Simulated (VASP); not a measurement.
Runs of VASP 6.6.1 on BAs. The structure is that of space group F-43m (No. 216), or close to it. The cells are those of the table. 

```tsv
level	spin	cell	k mesh	smearing	grid for exact exchange (PRECFOCK)	share of exact exchange	screening parameter	gap on the mesh (eV)	pressure (GPa)	moment (μB)
HSE06	off	a = 3.374, b = 3.374, c = 3.349 Å, angles 60.2, 60.2, 59.5°, 2 atoms	6 × 6 × 6	gaussian 0.01 eV	Normal	0.25	0.2079 1/Å	(c)	1.1	-
HSE06	off	a = 3.401, b = 3.401, c = 3.450 Å, angles 59.5, 59.5, 61.0°, 2 atoms	6 × 6 × 6	gaussian 0.01 eV	Normal	0.25	0.2079 1/Å	(a)	-5.2	-
HSE06	off	a = 3.392, b = 3.392, c = 3.416 Å, angles 59.8, 59.8, 60.5°, 2 atoms	6 × 6 × 6	gaussian 0.01 eV	Normal	0.25	0.2079 1/Å	1.74	-3.3	-
r2SCAN	non-collinear, zero start, SOC	a = 3.401, b = 3.401, c = 3.450 Å, angles 59.5, 59.5, 61.0°, 2 atoms	10 × 10 × 10	fermi-dirac 0.02 eV	-	-	-	-	-3.8	0.00
r2SCAN	non-collinear, zero start, SOC	a = 3.392, b = 3.392, c = 3.416 Å, angles 59.8, 59.8, 60.5°, 2 atoms	10 × 10 × 10	fermi-dirac 0.02 eV	-	-	-	-	(b)	0.00
```

Alike in all rows: task single point; potentials or basis VASP PAW PBE potentials, release 64 (B, As); cutoff (eV) 520.

Question: Estimate the missing entries.

Answer: (a) 1.53; (b) -1.9; (c) 1.82.

Caveats: the PAW data sets were made with another functional, which shifts forces and pressure a little; the cell stands under tension (at least some runs).

A k mesh can miss the band edges, and rows without SOC leave out spin-orbit coupling on As.
